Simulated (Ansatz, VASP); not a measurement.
## AlIn2N3 in VASP and in Ansatz

```xyz
6
Lattice="4.5980 0.0000 0.0000 0.0000 4.5980 0.0000 0.0000 0.0000 4.1201" Properties=species:S:1:pos:R:3 pbc="T T T"
Al    2.2990    2.2990    2.0601
In    2.2990    0.0000    0.0000
In    0.0000    2.2990    0.0000
N     2.2990    0.0000    2.0601
N     0.0000    2.2990    2.0601
N     2.2990    2.2990    0.0000
```

Alike in both runs: functional PBE; k mesh 4 × 4 × 4; occupations gaussian, width 0.1 eV; no spin polarisation.

Ansatz relaxed the structure, and its values are those at the end. VASP's run is a single point on that final structure, the one shown.

```csv
,VASP,Ansatz
version,VASP 6.6.1,Ansatz 0.2.0
potentials or method,"VASP PAW PBE potentials, release 64 (Al, In_d, N), cutoff 520 eV","scalar-relativistic, plane waves, PAW"
valence electrons in the cell,44,44
```

|  | VASP | Ansatz | Ansatz less VASP |
| --- | --- | --- | --- |
| gap on the k mesh at the Fermi level (eV) | none | none | - |
| pressure (GPa) | 0.2 | 0.1 | -0.10 |

A gap of «none» marks a metal or a gap that the smearing closes. The functional is the same, so the differences come from potentials, cutoffs and numerics.

The k mesh is coarse, so the values compare programs but aren't converged.
